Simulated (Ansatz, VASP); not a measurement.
# Sn: VASP beside Ansatz

```
Sn
1.0
     5.62097    0.00000    0.00000
     0.00000    5.62097    0.00000
     0.00000    0.00000    4.55668
Sn
4
Cartesian
  1.9161 0.0000 3.4175
  3.7049 0.0000 1.1392
  0.0000 1.9161 0.0000
  0.0000 3.7049 2.2783
```

Alike in both runs: functional PBE; k mesh 8 × 8 × 10; occupations gaussian, width 0.1 eV; no spin polarisation.

Ansatz relaxed the structure, and its values are those at the end. VASP's run is a single point on that final structure, the one shown.

|  | VASP | Ansatz |
| --- | --- | --- |
| version | VASP 6.6.1 | Ansatz 0.2.0 |
| potentials or method | VASP PAW PBE potentials, release 64 (Sn_d), cutoff 520 eV | scalar-relativistic, plane waves, PAW |
| valence electrons in the cell | 56 | 56 |

Ansatz gave:

| Item | Value |
| --- | --- |
| gap on the k mesh at the Fermi level (eV) | none |
| pressure (GPa) | 0.0 |
| rms of the force components (eV/Å) | 0.003 |

Task: Estimate VASP's values.

Result: gap on the k mesh at the Fermi level (eV): none; pressure (GPa): -0.1; rms of the force components (eV/Å): 0.004.

A gap of «none» marks a metal or a gap that the smearing closes.
